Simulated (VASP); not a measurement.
Input of a VASP 6.6.1 run:

File INCAR:

```
PREC = Accurate ; ENCUT = 520
EDIFF = 1E-6 ; ISMEAR = 0
SIGMA = 0.15 ; LREAL = False
LASPH = True ; NELM = 150
ALGO = Normal ; ISIF = 2
LWAVE = False ; LCHARG = False
ISPIN = 2 ; MAGMOM = 0.375
LORBIT = 11 ; NUPDOWN = 0.375
LMAXMIX = 4 ; GGA = CA
NBANDS = 15
```

The input KPOINTS:

```
regular mesh
0
Gamma
  24 24 24
```

The input POSCAR:

```
Ni
1.0
    0.0000000000      1.7455396617      1.7455396617
    1.7455396617      0.0000000000      1.7455396617
    1.7455396617      1.7455396617      0.0000000000
Ni
1
Direct
    0.0000000000      0.0000000000      0.0000000000
```

Potentials or basis: VASP PAW LDA potentials, release 64 (Ni).

Run with:

```console
$ cat potpaw_LDA.64/Ni/POTCAR > POTCAR
$ mpirun -np 1 vasp_std > vasp.out
```

Question: Estimate the pressure.

Answer: -13.4 GPa.

Caveat: the total moment is fixed, so each spin has its own Fermi level.
